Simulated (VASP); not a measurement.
# BP (F-43m) in VASP: settings compared

BP is run at these levels: BLYP, r2SCAN; tasks: single point.

Program: VASP 6.6.1. These are calculated values, not measurements. Logs are shortened: lines on timing, memory, paths and dates and some standing lists are left out, and cuts for length are marked.

### 1 The cell of the first run

The structure is cubic, space group F-43m (No. 216). The conventional cell has a = 4.538 Å, b = 4.538 Å, c = 4.538 Å, α = 90.00°, β = 90.00°, γ = 90.00°. Within 2.6 Å of P (site symmetry -43m) lie 4 B at 1.97 Å. B (site symmetry -43m) has 4 P at 1.97 Å within 2.6 Å.

### 2 Single point, BLYP

File INCAR:

```
PREC = Accurate
ENCUT = 520
EDIFF = 1E-7
ISMEAR = -1
SIGMA = 0.05
LREAL = False
LASPH = True
NELM = 60
ALGO = Normal
ISIF = 2
LWAVE = False
LCHARG = False
GGA = B5
ALDAX = 1.0
AGGAX = 1.0
AGGAC = 1.0
ALDAC = 0.0
NBANDS = 11
```

File KPOINTS:

```
Automatic mesh
0
Gamma
  6 6 6
```

File POSCAR:

```
BP
1.0
    0.0000000000      2.2690000000      2.2690000000
    2.2690000000      0.0000000000      2.2690000000
    2.2690000000      2.2690000000      0.0000000000
P B
1 1
Direct
    0.7500000000      0.7500000000      0.7500000000
    0.0000000000      0.0000000000      0.0000000000
```

Potentials or basis: VASP PAW PBE potentials, release 64 (P, B).

The run is started by

```bash
$ cat potpaw_PBE.64/P/POTCAR potpaw_PBE.64/B/POTCAR > POTCAR
$ mpirun -np 1 vasp_std > vasp.out
```

OUTCAR:

```text
PREC = Accurate
   ENCUT = 520
   EDIFF = 1E-7
   ISMEAR = -1
   LREAL = False
   LASPH = True
   NELM = 60
   ISIF = 2
   GGA = B5

 ion  position               nearest neighbor table
   1  0.750  0.750  0.750-   2 1.97   2 1.97   2 1.97   2 1.97
   2  0.000  0.000  0.000-   1 1.97   1 1.97   1 1.97   1 1.97

  LATTYP: Found a face centered cubic cell.
 ALAT       =     4.5380000000

  Lattice vectors:

 A1 = (   0.0000000000,   2.2690000000,   2.2690000000)
 A2 = (   2.2690000000,   0.0000000000,   2.2690000000)
 A3 = (   2.2690000000,   2.2690000000,   0.0000000000)

Analysis of symmetry for initial positions (statically):
=====================================================================
 Subroutine PRICEL returns:
 Original cell was already a primitive cell.

 Routine SETGRP: Setting up the symmetry group for a
 face centered cubic supercell.

 Subroutine GETGRP returns: Found 24 space group operations
 (whereof 24 operations were pure point group operations)
 out of a pool of 48 trial point group operations.

The static configuration has the point symmetry T_d .

Analysis of symmetry for dynamics (positions and initial velocities):
=====================================================================
 Subroutine PRICEL returns:
 Original cell was already a primitive cell.

 Routine SETGRP: Setting up the symmetry group for a
 face centered cubic supercell.

 Subroutine GETGRP returns: Found 24 space group operations
 (whereof 24 operations were pure point group operations)
 out of a pool of 48 trial point group operations.

The dynamic configuration has the point symmetry T_d .

 Subroutine INISYM returns: Found 24 space group operations
 (whereof 24 operations are pure point group operations),
 and found     1 'primitive' translations

----------------------------------------------------------------------------------------

                                     Primitive cell

  volume of cell :      23.3633

  direct lattice vectors                    reciprocal lattice vectors
     0.000000000  2.269000000  2.269000000    -0.220361393  0.220361393  0.220361393
     2.269000000  0.000000000  2.269000000     0.220361393 -0.220361393  0.220361393
     2.269000000  2.269000000  0.000000000     0.220361393  0.220361393 -0.220361393

  length of vectors
     3.208850573  3.208850573  3.208850573     0.381677128  0.381677128  0.381677128

  position of ions in fractional coordinates (direct lattice)
[... 70 lines left out ...]
   EDIFF  = 0.1E-06   stopping-criterion for ELM
   LREAL  =      F    real-space projection
   EDIFFG = 0.1E-05   stopping-criterion for IOM
   NSW    =      0    number of steps for IOM
   IBRION =     -1    ionic relax: 0-MD 1-quasi-New 2-CG
   NFREE  =      0    steps in history (QN), initial steepest desc. (CG)
   ISIF   =      2    stress and relaxation
   ISYM   =      2    0-nonsym 1-usesym 2-fastsym
   POTIM  = 0.5000    time-step for ionic-motion
   TEBEG  =    0.0;   TEEND  =   0.0 temperature during run
   PSTRESS=    0.0 pullay stress
   NELECT =       8.0000    total number of electrons
   NUPDOWN=      -1.0000    fix difference up-down
   EMIN   =  10.00;   EMAX   =-10.00  energy-range for DOS
[... 5 lines left out ...]
     AMIX     =   0.40;   BMIX     =  1.00
     AMIX_MAG =   1.60;   BMIX_MAG =  1.00
  volume/ion in A,a.u.               =      11.68        78.83
  Fermi-wavevector in a.u.,A,eV,Ry     =   1.145320  2.164342 17.847562  1.311759
  Thomas-Fermi vector in A             =   2.282009
   LORBIT       =      0    0 simple, 1 ext, 2 COOP (PROOUT), +10 PAW based schemes
   GGA     = B5    functional components
   LHFCALC =     F    Hartree Fock is set to
   AEXX    =    0.0000 exact exchange contribution
   IVDW    =     0    specifies the selected vdW correction
   LEPSILON=     F    determine dielectric tensor
   LRPA    =     F    only Hartree local field effects (RPA)
 non-spin polarized calculation
  energy-cutoff  :      520.00
  volume of cell :       23.36
 maximum number of plane-waves:       636
   NGX = 11   NGY = 11   NGZ = 11

 number of electron       8.0000000 magnetization

 Free energy of the ion-electron system (eV)
  ---------------------------------------------------
  ext. energy  EPLUGINS =         0.00000000
  ---------------------------------------------------
  free energy    TOTEN  =       -11.54960361 eV

  energy without entropy =      -11.54960360  energy(sigma->0) =      -11.54960361

 E-fermi :   8.5870     XC(G=0): -10.2193

 val. band max:        7.7864970335   @ k =   0.0000   0.0000   0.0000
 cond. band min:       9.4367742838   @ k =   0.5000   0.5000   0.0000
 fundamental gap:      1.6502772503
 Fermi energy:         8.5869645190

 k-point     1 :       0.0000    0.0000    0.0000
  band No.  band energies     occupation
      1      -7.5031      2.00000
      2       7.7865      2.00000
      3       7.7865      2.00000
      4       7.7865      2.00000
      5      11.3659      0.00000
      6      11.3659      0.00000
      7      11.3659      0.00000
      8      15.2472      0.00000
      9      19.7087      0.00000
     10      20.1769      0.00000
     11      20.1769      0.00000
[... 197 lines left out ...]
 k-point    16 :      -0.3333    0.5000    0.1667
  band No.  band energies     occupation
      1      -2.5489      2.00000
      2      -0.3057      2.00000
      3       2.6554      2.00000
      4       2.7753      2.00000
      5      11.8694      0.00000
      6      12.4803      0.00000
      7      17.0655      0.00000
      8      17.7092      0.00000
      9      20.8172      0.00000
     10      24.1265      0.00000
     11      24.3230      0.00000

------------------------ aborting loop because EDIFF is reached ----------------------------------------

  FORCE on cell =-STRESS in cart. coord.  units (eV):
  Direction    XX          YY          ZZ          XY          YZ          ZX
  --------------------------------------------------------------------------------------
  -------------------------------------------------------------------------------------
  Total        0.8724118      0.8724118      0.8724118      0.0000000      0.0000000     -0.0000000
  in kB       59.8271968     59.8271968     59.8271968      0.0000000      0.0000000     -0.0000000
  external PRESSURE =      59.8271968 kB  Pullay stress =       0.0000000 kB

 VOLUME and BASIS-vectors are now :
 -----------------------------------------------------------------------------
  energy-cutoff  :      520.00
  volume of cell :       23.36
      direct lattice vectors                 reciprocal lattice vectors
     0.000000000  2.269000000  2.269000000    -0.220361393  0.220361393  0.220361393
     2.269000000  0.000000000  2.269000000     0.220361393 -0.220361393  0.220361393
     2.269000000  2.269000000  0.000000000     0.220361393  0.220361393 -0.220361393

 POSITION                                       TOTAL-FORCE (eV/Angst)
 -----------------------------------------------------------------------------------
      3.40350      3.40350      3.40350         0.000000      0.000000      0.000000
      0.00000      0.00000      0.00000        -0.000000     -0.000000     -0.000000
 -----------------------------------------------------------------------------------
    total drift:                               -0.000000     -0.000000     -0.000000

  FREE ENERGIE OF THE ION-ELECTRON SYSTEM (eV)
  ---------------------------------------------------
  free  energy   TOTEN  =       -11.5496036098 eV

  energy  without entropy=      -11.5496036044  energy(sigma->0) =      -11.54960361
```

stdout:

```text
POSCAR found type information on POSCAR P B
 POSCAR found :  2 types and       2 ions
 scaLAPACK will be used
 -----------------------------------------------------------------------------
|                                                                             |
|                                                                             |
|     You enforced a specific xc type in the INCAR file but a different       |
|     I HOPE YOU KNOW WHAT YOU ARE DOING!                                     |
|                                                                             |
 -----------------------------------------------------------------------------

 LDA part: xc-table for (Slater(with rela. corr.)+VWN5), standard interpolation
 POSCAR, INCAR and KPOINTS ok, starting setup
 FFT: planning ... GRIDC
 FFT: planning ... GRID_SOFT
 FFT: planning ... GRID
 WAVECAR not read
 entering main loop
```

It used 7.6 s of CPU time on 1 thread of Intel Xeon 6975P-C, with other jobs on the host.

Results:

| Property | Result |
| --- | --- |
| Free energy | -11.5496 eV |
| Pressure | 6.0 GPa |
| Band gap on the k mesh | 1.65 eV, indirect (least direct gap 3.58 eV) |

Caveat: the PAW data sets were made with another functional, which shifts forces and pressure a little. A k mesh can miss the band edges.

### 3 Single point, r2SCAN

POSCAR is that of step 2.

File INCAR.step1:

```
SYSTEM = BP
PREC     = Accurate       ! precision mode
ENCUT    = 520            ! plane-wave cutoff, eV
ISMEAR   = -1             ! smearing method
SIGMA    = 0.05           ! smearing width, eV
LREAL    = .False.        ! projectors in reciprocal space
LASPH    = .True.         ! aspherical terms in the spheres
NELM     = 100            ! most SCF steps
NBANDS   = 11             ! bands
GGA      = PE             ! functional
ALGO     = Normal         ! electronic algorithm
EDIFF    = 1E-4           ! SCF threshold, eV
LWAVE    = .True.         ! write WAVECAR
LCHARG   = .False.        ! write CHGCAR
```

File INCAR.step2:

```
SYSTEM = BP
PREC     = Accurate       ! precision mode
ENCUT    = 520            ! plane-wave cutoff, eV
EDIFF    = 1E-6           ! SCF threshold, eV
ISMEAR   = -1             ! smearing method
SIGMA    = 0.05           ! smearing width, eV
LREAL    = .False.        ! projectors in reciprocal space
LASPH    = .True.         ! aspherical terms in the spheres
NELM     = 100            ! most SCF steps
ALGO     = Normal         ! electronic algorithm
ISIF     = 2              ! what is computed and relaxed
LWAVE    = .False.        ! write WAVECAR
LCHARG   = .False.        ! write CHGCAR
METAGGA  = R2SCAN         ! meta-GGA
LMIXTAU  = .True.       
NBANDS   = 11             ! bands
ISTART   = 1
```

File KPOINTS:

```
regular mesh
0
Gamma
  6 6 6
  0 0 0
```

Potentials or basis: VASP PAW PBE potentials, release 64 (P, B).

The run is started by

```bash
$ cat potpaw_PBE.64/P/POTCAR potpaw_PBE.64/B/POTCAR > POTCAR
$ cp INCAR.step1 INCAR
$ mpirun -np 1 vasp_std > vasp.out
$ cp INCAR.step2 INCAR
$ mpirun -np 1 vasp_std > vasp.out
```

It used 12 s of CPU time on 1 thread of Intel Xeon 6975P-C (shared host).

The run converged. Its results:

* Free energy: -17.2944 eV
* Pressure: -0.5 GPa
* Band gap on the k mesh: 1.54 eV, indirect (least direct gap 3.64 eV)

Levels at points of the mesh, in eV from the valence-band top:
```tsv
k point	band 1	band 2	band 3	band 4	band 5	band 6	band 7	band 8	band 9
(0.00, 0.00, 0.00)	-16.26	0.00	0.00	0.00	3.64	3.64	3.64	8.01	12.40
(0.50, 0.00, 0.00)	-12.77	-9.50	-1.87	-1.87	4.14	5.03	5.03	10.92	15.48
(0.50, 0.50, 0.00)	-11.10	-9.13	-4.35	-4.35	1.54	1.91	13.06	13.06	16.40
```

Caveat: the PAW data sets were made with another functional, which shifts forces and pressure a little. A k mesh can miss the band edges.
